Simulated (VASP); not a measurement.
Write the native input for VASP 6.6.1 that does the following.

- Task: single point
- Functional: LDA
- Potentials or basis: VASP PAW LDA potentials, release 64 (Mg_sv, O)
- Cutoff: 840 eV
- k mesh: 7 × 7 × 6
- Occupations: gaussian, width 0.01 eV
- Spin: no spin polarisation
- Dipole correction: no
- Further INCAR settings: ALGO = Normal; EDIFF = 1e-06; NBANDS = 15

The structure of MgO lies in POSCAR:

```
MgO
1.0
    3.0143661185      0.0000000000      0.0000000000
   -1.5071830593      2.6105176792      0.0000000000
    0.0000000000      0.0000000000      2.7493130069
Mg O
1 1
Direct
    0.0000000000      0.0000000000      0.0000000000
    0.3333333333      0.6666666667      0.5000000000
```

One way to write it, as run:

INCAR

```
SYSTEM = MgO
  PREC = Accurate
  ENCUT = 840
  EDIFF = 1E-6
  ISMEAR = 0
  SIGMA = 0.01
  LREAL = .FALSE.
  LASPH = .TRUE.
  NELM = 120
  ALGO = Normal
  ISIF = 2
  LWAVE = .FALSE.
  LCHARG = .TRUE.
  LELF = .TRUE.
  LVHAR = .TRUE.
  NBANDS = 15
  GGA_COMPAT = .FALSE.
```

KPOINTS

```
regular mesh
0
G
  7 7 6
  0 0 0
```

Potentials or basis: VASP PAW LDA potentials, release 64 (Mg_sv, O).

Launch:

```console
$ cat potpaw_LDA.64/Mg_sv/POTCAR potpaw_LDA.64/O/POTCAR > POTCAR
$ mpirun -np 1 vasp_std > vasp.out
```

It gave:

```json
{"Pressure": "-16.9 GPa", "Band gap on the k mesh": "2.43 eV (least direct gap 2.80 eV)"}
```

Caveat: the cell stands under tension.

Wall time 12 s on 1 thread of AMD EPYC 7R13 Processor (Zen 3) (shared host), peak memory 0.12 GiB.
